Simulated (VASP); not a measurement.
Write the native input for VASP 6.6.1 that does the following.

```yaml
Task: relaxation of cell and atoms
Functional: PBEsol
Dispersion: D4
Potentials_or_basis: VASP PAW PBE potentials, release 64 (Cu)
Cutoff: 600 eV
k_mesh: 13 × 13 × 13
Occupations: fermi-dirac, width 0.05 eV
Spin: no spin polarisation
Dipole_correction: no
Further_INCAR_settings: ALGO = Normal; EDIFF = 1e-06; IBRION = 2; EDIFFG = -0.01; NSW = 60; ISIF = 3
```

The structure of Cu lies in POSCAR:

```
Cu
1.0
   -1.4427933200      1.4427933200      1.3760814500
    1.4427933200     -1.4427933200      1.3760814500
    1.4427933200      1.4427933200     -1.3760814500
Cu
1
Direct
    0.0000000000      0.0000000000      0.0000000000
```

The input as run:

INCAR

```
ALGO = Normal ; EDIFF = 1E-6
EDIFFG = -0.01 ; ENCUT = 600
GGA = PS ; IBRION = 2
ISIF = 3 ; ISMEAR = -1
IVDW = 13 ; LASPH = True
LCHARG = False ; LREAL = False
LWAVE = False ; NELM = 100
NSW = 60 ; PREC = Accurate
SIGMA = 0.05
```

KPOINTS

```
k-points
0
Gamma
  13 13 13
```

Potentials or basis: VASP PAW PBE potentials, release 64 (Cu).

Launch:

```bash
$ cat potpaw_PBE.64/Cu/POTCAR > POTCAR
$ mpirun -np 1 vasp_std > vasp.out
```

It gave:

```json
{
 "Relaxed volume": "11.13 Å³/atom",
 "Relaxed cell": "a = 2.437 Å, b = 2.437 Å, c = 2.437 Å, α = 108.21°, β = 108.21°, γ = 112.02°",
 "Space group after relaxing (to 0.1 Å)": "I4/mmm (No. 139)",
 "Energy gained by relaxing": "5.1 meV/atom",
 "Ionic steps": "3",
 "Pressure after relaxing": "0.0 GPa",
 "Band gap on the k mesh": "zero (an odd number of electrons rules out a gap without spin polarisation)",
 "Dispersion energy per atom": "-0.342 eV"
}
```

Caveat: the PAW data sets were made with another functional, which shifts forces and pressure a little.

It took 27 s on 1 thread of AMD EPYC 9R45 96-Core Processor (Zen 5) (shared host), peak memory 0.12 GiB.
